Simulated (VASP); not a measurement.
# Bi2Se3: relaxation of cell and atoms with PBE

The system is Bi2Se3.

```
CELL_PARAMETERS angstrom
-2.62113 2.62113 5.73658
2.62113 -2.62113 5.73658
2.62113 2.62113 -5.73658
ATOMIC_POSITIONS crystal
Bi 0.75000 0.25000 0.50000
Bi 0.25000 0.75000 0.50000
Se 0.50000 0.00000 0.50000
Se 0.00000 0.50000 0.50000
Se 0.50000 0.50000 0.00000
```

The cell was built from a structure type or drawn by symmetry, and may not be a known phase.

```yaml
Program: VASP 6.6.1
Task: relaxation of cell and atoms
Functional: PBE
Potentials_or_basis: VASP PAW PBE potentials, release 64 (Bi_d, Se)
Cutoff: 600 eV
k_mesh: 6 × 6 × 6
Occupations: gaussian, width 0.1 eV
Spin: no spin polarisation
Dipole_correction: no
Further_INCAR_settings: ALGO = Normal; EDIFF = 1e-06; IBRION = 2; EDIFFG = -0.04; NSW = 90; ISIF = 3
```

```
Relaxed volume                        : 31.09 Å³/atom
Relaxed cell                          : a = 6.840 Å, b = 6.840 Å, c = 6.840 Å, α = 135.41°, β = 135.41°, γ = 64.89°
Space group after relaxing (to 0.1 Å) : I4/mmm (No. 139)
Energy gained by relaxing             : 1.7 meV/atom
Ionic steps                           : 4
Pressure after relaxing               : 0.0 GPa
Band gap on the k mesh                : zero (bands 24 and 25 overlap by 0.37 eV)
```

Stress tensor (GPa, compression positive):
```
-0.01  0.00  0.00
 0.00 -0.01  0.00
 0.00  0.00 -0.10
```

The path:
| step | energy change (eV) | largest force (eV/Å) | pressure (GPa) | volume (Å³) |
| --- | --- | --- | --- | --- |
| 1 | 0.0000 | 0.0000 | -0.47 | 157.65 |
| 2 | -0.0075 | 0.0000 | 0.03 | 155.53 |
| 3 | -0.0079 | 0.0000 | 0.16 | 154.99 |
| 4 | -0.0085 | 0.0000 | -0.04 | 155.45 |

Final structure:
```cif
data_structure
_symmetry_space_group_name_H-M 'P 1'
_symmetry_Int_Tables_number 1
_cell_length_a 6.8400
_cell_length_b 6.8400
_cell_length_c 6.8400
_cell_angle_alpha 135.413
_cell_angle_beta 135.413
_cell_angle_gamma 64.889
_cell_volume 155.45
loop_
_atom_site_label
_atom_site_type_symbol
_atom_site_fract_x
_atom_site_fract_y
_atom_site_fract_z
_atom_site_occupancy
Bi1 Bi 0.75000 0.25000 0.50000 1
Bi2 Bi 0.25000 0.75000 0.50000 1
Se1 Se 0.50000 0.00000 0.50000 1
Se2 Se 0.00000 0.50000 0.50000 1
Se3 Se 0.50000 0.50000 0.00000 1
```

Levels at points of the mesh, in eV from the Fermi level:
| k point | band 21 | band 22 | band 23 | band 24 | band 25 | band 26 | band 27 | band 28 |
| --- | --- | --- | --- | --- | --- | --- | --- | --- |
| (0.00, 0.00, 0.00) | -1.06 | -1.06 | -0.71 | -0.55 | 1.58 | 2.85 | 2.85 | 4.49 |
| (0.50, 0.00, 0.00) | -1.59 | -1.13 | -0.24 | -0.15 | -0.06 | 0.14 | 0.91 | 3.12 |
| (0.50, 0.50, 0.00) | -1.08 | -1.07 | -1.06 | -1.03 | -0.16 | 0.09 | 0.71 | 3.23 |
| (0.50, 0.50, 0.50) | -1.68 | -0.42 | -0.42 | -0.37 | 0.09 | 2.23 | 2.23 | 3.86 |

Wall time 7.1 min on 1 thread of AMD EPYC 9R14 (Zen 4), on a shared host, peak memory 0.5 GiB.

Caveat: spin-orbit coupling is left out, which moves the levels of the heavy elements.
